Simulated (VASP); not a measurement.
Write the native input for VASP 6.6.1 that does the following.

```yaml
Task: single point
Functional: PBE
Potentials_or_basis: VASP PAW PBE potentials, release 64 (Fe, O)
Cutoff: 520 eV
k_mesh: 8 × 8 × 8
Occupations: gaussian, width 0.05 eV
Spin: non-collinear spin, twin_end start, spin-orbit coupling
Starting_moments: "[[-0.0, 0.0, 3.89], [-0.0, 0.0, 0.68]] μB"
Hubbard_terms: Fe d U = 5.0 eV
Dipole_correction: no
Further_INCAR_settings: ALGO = Normal; EDIFF = 1e-07; NBANDS = 26
```

The structure of FeO lies in POSCAR:

```
FeO
1.0
    1.5176821100      0.8762341800      2.5157945800
   -1.5176821100      0.8762341800      2.5157945800
    0.0000000000     -1.7524683500      2.5157945800
Fe O
1 1
Direct
    0.0000000000      0.0000000000      0.0000000000
    0.5000000000      0.5000000000      0.5000000000
```

One way to write it, as run:

INCAR

```
SYSTEM = FeO
PREC     = Accurate       ! precision mode
ENCUT    = 520            ! plane-wave cutoff, eV
EDIFF    = 1E-7           ! SCF threshold, eV
ISMEAR   = 0              ! smearing method
SIGMA    = 0.05           ! smearing width, eV
LREAL    = .FALSE.        ! projectors in reciprocal space
LASPH    = .TRUE.         ! aspherical terms in the spheres
NELM     = 150            ! most SCF steps
ALGO     = Normal         ! electronic algorithm
ISIF     = 2              ! what is computed and relaxed
LWAVE    = .FALSE.        ! write WAVECAR
LCHARG   = .FALSE.        ! write CHGCAR
MAGMOM   = 0 0 3.89 0 0 0.68 ! initial moments
LORBIT   = 11             ! projections on sites
LSORBIT  = .TRUE.         ! spin-orbit coupling
GGA_COMPAT= .FALSE.      
LORBMOM  = .TRUE.       
LMAXMIX  = 4              ! l up to which the mixer works
LDAU     = .TRUE.         ! DFT+U
LDAUTYPE = 2            
LDAUL    = 2 -1           ! shell
LDAUU    = 5 0            ! U, eV
LDAUJ    = 0 0          
LDAUPRINT= 1            
GGA      = PE             ! functional
NBANDS   = 26             ! bands
```

KPOINTS

```
regular mesh
0
G
  8 8 8
  0 0 0
```

Potentials or basis: VASP PAW PBE potentials, release 64 (Fe, O).

Run with:

```sh
$ cat potpaw_PBE.64/Fe/POTCAR potpaw_PBE.64/O/POTCAR > POTCAR
$ mpirun -np 1 vasp_ncl > vasp.out
```

It gave:

```json
{"Pressure": "7.6 GPa", "Net moment": "4.00 μB per cell", "Valence electrons inside the program's atomic spheres": "Fe 6.79; O 5.03"}
```

Caveat: the cell stands under pressure; a cell with one magnetic atom can't hold antiferromagnetic order, which such compounds often take.

Wall time 2.4 min on 1 thread of Intel(R) Xeon(R) Platinum 8259CL CPU @ 2.50GHz (Skylake/Cascade Lake), with other jobs on the host, peak memory 0.24 GiB.
